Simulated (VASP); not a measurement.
**Mo: single point with PBE**

The system is Mo.

```xyz
1
Lattice="-1.5592 1.5592 1.5592 1.5592 -1.5592 1.5592 1.5592 1.5592 -1.5592" Properties=species:S:1:pos:R:3 pbc="T T T"
Mo    0.0000    0.0000    0.0000
```

* Program: VASP 6.6.1
* Task: single point
* Functional: PBE
* Potentials or basis: VASP PAW PBE potentials, release 64 (Mo_sv)
* Cutoff: 500 eV
* k mesh: 8 × 8 × 8
* Occupations: fermi-dirac, width 0.1 eV
* Spin: no spin polarisation

* Pressure: 12.3 GPa
* Band gap on the k mesh: zero (band 7 reaches 17.25 eV, above the bottom of band 8 at 11.67 eV)

Levels at points of the mesh, in eV from the Fermi level:
| k point | band 4 | band 5 | band 6 | band 7 | band 8 | band 9 | band 10 | band 11 |
| --- | --- | --- | --- | --- | --- | --- | --- | --- |
| (0.00, 0.00, 0.00) | -34.38 | -7.25 | -1.33 | -1.33 | -1.33 | 1.81 | 1.81 | 14.96 |
| (0.50, 0.00, 0.00) | -34.40 | -5.42 | -3.46 | 1.84 | 1.86 | 2.51 | 5.06 | 12.11 |
| (0.50, 0.50, 0.50) | -35.44 | -5.59 | -5.59 | 4.25 | 4.25 | 4.25 | 9.39 | 9.39 |

It took 8.4 s on 1 thread of Intel(R) Xeon(R) Platinum 8375C CPU @ 2.90GHz (Ice Lake), on a shared host, peak memory 0.12 GiB.
